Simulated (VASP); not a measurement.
Ca, 2 atoms in the cell. Symmetry: P6_3/mmc, No. 194, hexagonal system. The conventional cell has a = 3.953 Å, b = 3.953 Å, c = 6.476 Å, α = 90.00°, β = 90.00°, γ = 120.00°. Within 5.2 Å of Ca (site symmetry -6m2) lie 12 Ca at 3.95 to 3.96 Å.  This cell differs from its parent crystal: volume scaled by 0.98.

* Program: VASP 6.6.1
* Task: single point
* Functional: PBE
* Potentials or basis: VASP PAW PBE potentials, release 64 (Ca_sv)
* Cutoff: 520 eV
* k mesh: 8 × 8 × 4
* Occupations: fermi-dirac, width 0.05 eV
* Spin: no spin polarisation
* Dipole correction: no
* Further INCAR settings: ALGO = Fast; EDIFF = 1e-07; NBANDS = 17

Potentials or basis: VASP PAW PBE potentials, release 64 (Ca_sv).

The run is started by

```sh
$ cat potpaw_PBE.64/Ca_sv/POTCAR > POTCAR
$ mpirun -np 1 vasp_std > vasp.out
```

Hardware: 1 thread of Intel(R) Xeon(R) 6975P-C (Granite Rapids) (shared host).

Problem. How long does it take, and how much memory?

Solution. Wall time 40 s on 1 thread of Intel(R) Xeon(R) 6975P-C (Granite Rapids) (shared host), peak memory 0.21 GiB. Counts: scf iterations 19, k points 30.
